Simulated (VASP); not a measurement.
Wanted: the native input for a VASP 6.6.1 run.

```
Task                   : single point
Functional             : PBE
Potentials or basis    : VASP PAW PBE potentials, release 64 (Ca_sv)
Cutoff                 : 520 eV
k mesh                 : 14 × 14 × 14
Occupations            : gaussian, width 0.1 eV
Spin                   : no spin polarisation
Dipole correction      : no
Further INCAR settings : ALGO = Normal; EDIFF = 1e-07; NBANDS = 11
```

The structure of Ca lies in POSCAR:

```
Ca
1.0
   -1.9552243210      1.9548782626      2.7553964885
    1.9552243210     -1.9548782626      2.7553964885
    1.9552243210      1.9548782626     -2.7553964885
Ca
1
Direct
    0.5000000000      0.5000000000      0.0000000000
```

One way to write it, as run:

INCAR

```
ALGO     = Normal         # electronic algorithm
EDIFF    = 1E-7           # SCF threshold, eV
ENCUT    = 520            # plane-wave cutoff, eV
GGA      = PE             # functional
ISIF     = 2              # what is computed and relaxed
ISMEAR   = 0              # smearing method
LASPH    = T              # aspherical terms in the spheres
LCHARG   = F              # write CHGCAR
LREAL    = F              # projectors in reciprocal space
LWAVE    = F              # write WAVECAR
NBANDS   = 11             # bands
NELM     = 100            # most SCF steps
PREC     = Accurate       # precision mode
SIGMA    = 0.1            # smearing width, eV
```

KPOINTS

```
k-points
0
Gamma
  14 14 14
```

Potentials or basis: VASP PAW PBE potentials, release 64 (Ca_sv).

Command:

```bash
$ cat potpaw_PBE.64/Ca_sv/POTCAR > POTCAR
$ mpirun -np 1 vasp_std > vasp.out
```

It gave:

* Pressure: 0.0 GPa
* Band gap on the k mesh: zero (band 5 reaches 2.12 eV, above the bottom of band 6 at 1.81 eV)

Wall time 3.4 min on 1 thread of AMD EPYC 7R43 64-Core Processor (Zen 3) (shared host), peak memory 0.28 GiB.
